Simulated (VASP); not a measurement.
Runs of VASP 6.6.1 on Ag. The structure is that of space group Pm-3m (No. 221), or close to it. The cells are those of the table. 

```csv
task,cell,k mesh,cutoff (eV),gap on the mesh (eV),pressure (GPa)
single point,"a = 2.762 Å, 1 atom",13 × 13 × 13,520,none,2.3
relaxation of cell and atoms,"relaxed from a = 2.641 Å, 1 atom",12 × 12 × 12,500,none,0.0
single point,"a = 2.800 Å, 1 atom",12 × 12 × 12,500,none,0.0
single point,"a = 2.683 Å, 1 atom",13 × 13 × 13,520,none,(a)
single point,"a = 2.800 Å, 1 atom",18 × 18 × 18,520,none,-0.1
single point,"a = 2.908 Å, 1 atom",13 × 13 × 13,520,none,-4.3
single point,"a = 2.800 Å, 1 atom",13 × 13 × 13,520,none,-0.1
single point,"a = 2.837 Å, 1 atom",13 × 13 × 13,520,none,-2.0
single point,"a = 2.873 Å, 1 atom",13 × 13 × 13,520,none,-3.3
single point,"a = 2.724 Å, 1 atom",13 × 13 × 13,520,none,(b)
```

Alike in all rows: level RPBE; potentials or basis VASP PAW PBE potentials, release 64 (Ag); no spin polarisation; smearing fermi-dirac 0.1 eV.

Q: Estimate the missing entries.

A: (a) 9.5; (b) 5.4.

Caveats: the PAW data sets were made with another functional, which shifts forces and pressure a little.

A k mesh can miss the band edges, and the runs leave out spin-orbit coupling on Ag.

A gap of «none» marks levels without a gap at the run's occupations.
